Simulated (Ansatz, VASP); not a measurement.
## One calculation of TePb, two programs

File INCAR:

```
SYSTEM = TePb
  PREC = Accurate
  ENCUT = 500
  EDIFF = 1E-6
  ISMEAR = 0
  SIGMA = 0.05
  LREAL = .False.
  LASPH = .True.
  NELM = 120
  ALGO = Normal
  ISIF = 2
  LWAVE = .False.
  LCHARG = .False.
  GGA = PE
  NBANDS = 17
  GGA_COMPAT = .False.
```

KPOINTS

```
Automatic mesh
0
Gamma
  6 6 6
  0 0 0
```

POSCAR

```
TePb
1.0
    0.0000000000      3.2847681709      3.2847681709
    3.2847681709      0.0000000000      3.2847681709
    3.2847681709      3.2847681709      0.0000000000
Pb Te
1 1
Direct
    0.5000000000      0.5000000000      0.5000000000
    0.0000000000      0.0000000000      0.0000000000
```

Input for Ansatz:

```yaml
crystal:
  lattice:
    - [0.0, 3.2847681709, 3.2847681709]
    - [3.2847681709, 0.0, 3.2847681709]
    - [3.2847681709, 3.2847681709, 0.0]
  atoms:
    - { symbol: Pb, position: [0.5, 0.5, 0.5] }
    - { symbol: Te, position: [0.0, 0.0, 0.0] }
basis:
  ecutwfc: 420
  ecutrho_ratio: 4
kpoints:
  mp_grid: { grid: [6, 6, 6] }
hamiltonian:
  xc: pbe
scf:
  occupations: { method: gaussian, width: 0.05 }
output:
  forces: true
  stress: true
  eigenvalues: true
```

Alike in both runs: task single point; functional PBE; k mesh 6 × 6 × 6; occupations gaussian, width 0.05 eV; no spin polarisation.

```csv
,VASP,Ansatz
version,VASP 6.6.1,Ansatz 0.2.0
potentials or method,"VASP PAW PBE potentials, release 64 (Pb_d, Te), cutoff 500 eV","scalar-relativistic, plane waves, PAW"
valence electrons in the cell,20,30
```

VASP gave:

| Property | Result |
| --- | --- |
| gap on the k mesh at the Fermi level (eV) | 0.83 |
| least direct gap on the mesh (eV) | 0.83 |
| pressure (GPa) | -0.1 |

Problem. Estimate Ansatz's values.

Solution. gap on the k mesh at the Fermi level (eV): 0.83; least direct gap on the mesh (eV): 0.83; pressure (GPa): 0.0.

VASP's potentials hold 20 valence electrons a cell and Ansatz's 30, so a difference there can come from the potentials and not from the codes.

Neither program's run includes spin-orbit coupling.
